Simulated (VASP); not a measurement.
## TePt3: single point with PBE

Crystal: TePt3.

```xyz
4
Lattice="-2.6874 2.6874 2.6874 2.6874 -2.6874 2.6874 2.6874 2.6874 -2.6874" Properties=species:S:1:pos:R:3 pbc="T T T"
Te    0.0000    0.0000    0.0000
Pt    2.6874    0.0000    0.0000
Pt    0.0000    2.6874    0.0000
Pt    0.0000    0.0000    2.6874
```

* Program: VASP 6.6.1
* Task: single point
* Functional: PBE
* Potentials or basis: VASP PAW PBE potentials, release 64 (Te, Pt)
* Cutoff: 520 eV
* k mesh: 4 × 4 × 4
* Occupations: gaussian, width 0.1 eV
* Spin: no spin polarisation

```json
{"Pressure": "-0.5 GPa", "Band gap on the k mesh": "zero (band 18 reaches 8.75 eV, above the bottom of band 19 at 7.41 eV)"}
```

Levels at points of the mesh, in eV from the Fermi level:
| k point | band 14 | band 15 | band 16 | band 17 | band 18 | band 19 | band 20 | band 21 | band 22 | band 23 |
| --- | --- | --- | --- | --- | --- | --- | --- | --- | --- | --- |
| (0.00, 0.00, 0.00) | -1.36 | -1.36 | -0.24 | -0.24 | -0.24 | 1.11 | 1.83 | 4.03 | 4.03 | 4.03 |
| (0.50, 0.00, 0.00) | -1.76 | -1.33 | -1.01 | -0.99 | -0.52 | -0.29 | 2.90 | 3.57 | 6.24 | 6.40 |
| (0.50, 0.50, 0.50) | -1.72 | -1.72 | -0.27 | -0.27 | -0.27 | 0.43 | 3.01 | 3.01 | 5.17 | 5.17 |

It took 46 s on 1 thread of AMD EPYC 7R43 64-Core Processor (Zen 3), with other jobs on the host, peak memory 0.17 GiB.

Caveat: the k points lie up to 0.41 Å⁻¹ apart; spin-orbit coupling is left out, which moves the levels of the heavy elements.
